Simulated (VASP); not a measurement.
Input of a VASP 6.6.1 run:

File INCAR:

```
SYSTEM = CuAu3
PREC = Accurate ; ENCUT = 520
EDIFF = 1E-8 ; ISMEAR = -1
SIGMA = 0.05 ; LREAL = .FALSE.
LASPH = .TRUE. ; NELM = 100
ALGO = Normal ; ISIF = 2
LWAVE = .FALSE. ; LCHARG = .FALSE.
LEFG = .TRUE. ; NBANDS = 30
```

The input KPOINTS:

```
Automatic mesh
0
G
  9 9 9
  0 0 0
```

POSCAR

```
CuAu3
1.0
    4.0580590332      0.0000000000      0.0000000000
    0.0000000000      4.0580590332      0.0000000000
    0.0000000000      0.0000000000      4.0580590332
Cu Au
1 3
Direct
    0.0000000000      0.0000000000      0.0000000000
    0.0000000000      0.5000000000      0.5000000000
    0.5000000000      0.0000000000      0.5000000000
    0.5000000000      0.5000000000      0.0000000000
```

Potentials or basis: VASP PAW LDA potentials, release 64 (Cu, Au).

Run with:

```sh
$ cat potpaw_LDA.64/Cu/POTCAR potpaw_LDA.64/Au/POTCAR > POTCAR
$ mpirun -np 1 vasp_std > vasp.out
```

**Question.** What does it give for the band gap on the k mesh?

**Answer.** Zero (bands 22 and 23 overlap by 1.51 eV).

**Question.** Estimate the pressure.

**Answer.** -13.1 GPa.

Electric field gradients, principal values (V/Å²):
| atom | least | middle | greatest (by size) |
| --- | --- | --- | --- |
| 1 Cu | 0.000 | 0.000 | 0.000 |
| 2 Au | 32.757 | 32.757 | -65.513 |
| 3 Au | 32.757 | 32.757 | -65.513 |
| 4 Au | 32.757 | 32.757 | -65.513 |

Caveat: the cell stands under tension; without QUAD_EFG the Cq values of the log hold for a quadrupole moment of 1 mb, not for the nuclei; spin-orbit coupling is left out, which moves the levels of the heavy elements.
